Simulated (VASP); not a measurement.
# GaP in VASP: notebook, part 2 of 2

VASP 6.6.1. The steps go on from the part before.

### Step 3. Electric field gradients, PBE (equal xx and yy strain of -3 %)

File INCAR:

```
PREC = Accurate
ENCUT = 520
EDIFF = 1E-8
ISMEAR = -1
SIGMA = 0.05
LREAL = False
LASPH = True
NELM = 80
ALGO = Normal
ISIF = 2
LWAVE = False
LCHARG = False
GGA = PE
LEFG = True
NBANDS = 16
```

File KPOINTS:

```
Automatic mesh
0
Gamma
  10 10 10
```

File POSCAR:

```
GaP
1.0
    0.0000000000      2.6434925000      2.7252500000
    2.6434925000      0.0000000000      2.7252500000
    2.6434925000      2.6434925000      0.0000000000
Ga P
1 1
Direct
    0.0000000000      0.0000000000      0.0000000000
    0.7500000000      0.7500000000      0.7500000000
```

Potentials or basis: VASP PAW PBE potentials, release 64 (Ga_d, P).

The run is started by

```bash
$ cat potpaw_PBE.64/Ga_d/POTCAR potpaw_PBE.64/P/POTCAR > POTCAR
$ mpirun -np 1 vasp_std > vasp.out
```

OUTCAR:

```text
PREC = Accurate
   ENCUT = 520
   EDIFF = 1E-8
   ISMEAR = -1
   LREAL = False
   LASPH = True
   NELM = 80
   ISIF = 2
   GGA = PE

 ion  position               nearest neighbor table
   1  0.000  0.000  0.000-   2 2.31   2 2.31   2 2.31   2 2.31
   2  0.750  0.750  0.750-   1 2.31   1 2.31   1 2.31   1 2.31

  LATTYP: Found a body centered tetragonal cell.
 ALAT       =     3.7384629455
 C/A-ratio  =     1.4579521262

  Lattice vectors:

 A1 = (  -2.6434925000,   0.0000000000,   2.7252500000)
 A2 = (   2.6434925000,   0.0000000000,   2.7252500000)
 A3 = (   0.0000000000,   2.6434925000,  -2.7252500000)

Analysis of symmetry for initial positions (statically):
=====================================================================
 Subroutine PRICEL returns:
 Original cell was already a primitive cell.

 Routine SETGRP: Setting up the symmetry group for a
 body centered tetragonal supercell.

[... 643 lines left out ...]
  volume of cell :       38.09
      direct lattice vectors                 reciprocal lattice vectors
     0.000000000  2.643492500  2.725250000    -0.189143718  0.189143718  0.183469406
     2.643492500  0.000000000  2.725250000     0.189143718 -0.189143718  0.183469406
     2.643492500  2.643492500  0.000000000     0.189143718  0.189143718 -0.183469406

 POSITION                                       TOTAL-FORCE (eV/Angst)
 -----------------------------------------------------------------------------------
      0.00000      0.00000      0.00000         0.000000      0.000000     -0.000000
      3.96524      3.96524      4.08788        -0.000000     -0.000000      0.000000
 -----------------------------------------------------------------------------------
    total drift:                               -0.000001     -0.000001     -0.000002

  FREE ENERGIE OF THE ION-ELECTRON SYSTEM (eV)
  ---------------------------------------------------
  free  energy   TOTEN  =        -9.0324242697 eV

  energy  without entropy=       -9.0324242536  energy(sigma->0) =       -9.03242426

 Electric field gradients (V/A^2)
---------------------------------------------------------------------
 ion       V_xx      V_yy      V_zz      V_xy      V_xz      V_yz
---------------------------------------------------------------------
   1       2.573     2.573    -5.146    -0.003    -0.000    -0.000
   2      -1.974    -1.974     3.948    -0.000     0.000     0.000
---------------------------------------------------------------------

 Electric field gradients after diagonalization (V/A^2)
 (convention: |V_zz| > |V_xx| > |V_yy|)
----------------------------------------------------------------------
 ion       V_xx      V_yy      V_zz     asymmetry (V_yy - V_xx)/ V_zz
----------------------------------------------------------------------
   1       2.576     2.570    -5.146       0.001
   2      -1.974    -1.974     3.948       0.000
----------------------------------------------------------------------

           NMR quadrupolar parameters

 Cq : quadrupolar parameter    Cq=e*Q*V_zz/h
 eta: asymmetry parameters     (V_yy - V_xx)/ V_zz
 Q  : nuclear electric quadrupole moment in mb (millibarn)
----------------------------------------------------------------------
 ion       Cq(MHz)       eta       Q (mb)
----------------------------------------------------------------------
   1      -0.012       0.001       1.000
   2       0.010       0.000       1.000
----------------------------------------------------------------------
```

OSZICAR:

```text
N       E                     dE             d eps       ncg     rms          rms(c)
DAV:   1     0.806902987070E+02    0.80690E+02   -0.90365E+03  3384   0.165E+03
DAV:   2    -0.311945866135E+01   -0.83810E+02   -0.79785E+02  3720   0.311E+02
DAV:   3    -0.922337037985E+01   -0.61039E+01   -0.60830E+01  3992   0.658E+01
DAV:   4    -0.931898672460E+01   -0.95616E-01   -0.95581E-01  4184   0.879E+00
DAV:   5    -0.932080733579E+01   -0.18206E-02   -0.18204E-02  4144   0.107E+00    0.455E+00
DAV:   6    -0.906402108085E+01    0.25679E+00   -0.38163E-01  5112   0.113E+01    0.305E+00
DAV:   7    -0.903173680567E+01    0.32284E-01   -0.10825E-01  4352   0.232E+00    0.118E+00
DAV:   8    -0.903191769709E+01   -0.18089E-03   -0.13989E-02  3880   0.145E+00    0.252E-01
DAV:   9    -0.903230443285E+01   -0.38674E-03   -0.13366E-03  4216   0.476E-01    0.748E-02
DAV:  10    -0.903236120037E+01   -0.56768E-04   -0.11037E-04  5176   0.134E-01    0.335E-02
DAV:  11    -0.903242424595E+01   -0.63046E-04   -0.84201E-05  3880   0.753E-02    0.564E-03
DAV:  12    -0.903242397970E+01    0.26626E-06   -0.23257E-06  4192   0.196E-02    0.397E-03
DAV:  13    -0.903242424165E+01   -0.26195E-06   -0.77997E-07  4280   0.743E-03    0.212E-03
DAV:  14    -0.903242426455E+01   -0.22900E-07   -0.23951E-08  3944   0.112E-03    0.169E-03
DAV:  15    -0.903242426971E+01   -0.51614E-08   -0.21121E-09  3504   0.350E-04
   1 F= -.90324243E+01 E0= -.90324243E+01  d E =-.160843E-07
```

stdout:

```text
POSCAR found type information on POSCAR GaP
 POSCAR found :  2 types and       2 ions
 scaLAPACK will be used
 LDA part: xc-table for (Slater+PW92), standard interpolation
 POSCAR, INCAR and KPOINTS ok, starting setup
 FFT: planning ... GRIDC
 FFT: planning ... GRID_SOFT
 FFT: planning ... GRID
 WAVECAR not read
 entering main loop
ion   1

ion   2
```

Wall time 85 s (1 thread of Intel Xeon 8259CL, shared host); peak memory 0.2 GiB.

What came out:

* Free energy: -9.0324 eV
* Pressure: 8.5 GPa
* Band gap on the k mesh: 1.34 eV (least direct gap 2.27 eV)
* Largest electric field gradient by atom: Ga -5.1; P +3.9 V/Å²

Stress tensor (GPa, compression positive):
```
9.30 0.00 0.00
0.00 9.30 0.00
0.00 0.00 6.93
```

Levels at points of the mesh, in eV from the valence-band top:
| k point | band 6 | band 7 | band 8 | band 9 | band 10 | band 11 | band 12 | band 13 |
| --- | --- | --- | --- | --- | --- | --- | --- | --- |
| (0.00, 0.00, 0.00) | -13.03 | -0.19 | 0.00 | 0.00 | 2.27 | 3.79 | 3.79 | 3.85 |
| (0.50, 0.00, 0.00) | -10.75 | -7.06 | -1.41 | -1.13 | 1.77 | 4.54 | 4.76 | 8.34 |
| (0.50, 0.50, 0.00) | -9.87 | -7.25 | -2.81 | -2.81 | 1.61 | 1.89 | 11.01 | 11.01 |
| (0.50, 0.00, 0.50) | -9.72 | -7.04 | -3.05 | -3.02 | 1.38 | 1.59 | 10.87 | 10.95 |

Electric field gradients, principal values (V/Å²):
| atom | least | middle | greatest (by size) |
| --- | --- | --- | --- |
| 1 Ga | 2.570 | 2.576 | -5.146 |
| 2 P | -1.974 | -1.974 | 3.948 |

Caveat: the cell differs from its parent crystal (equal xx and yy strain of -3 %); the cell stands under pressure; without QUAD_EFG the Cq values of the log hold for a quadrupole moment of 1 mb, not for the nuclei.
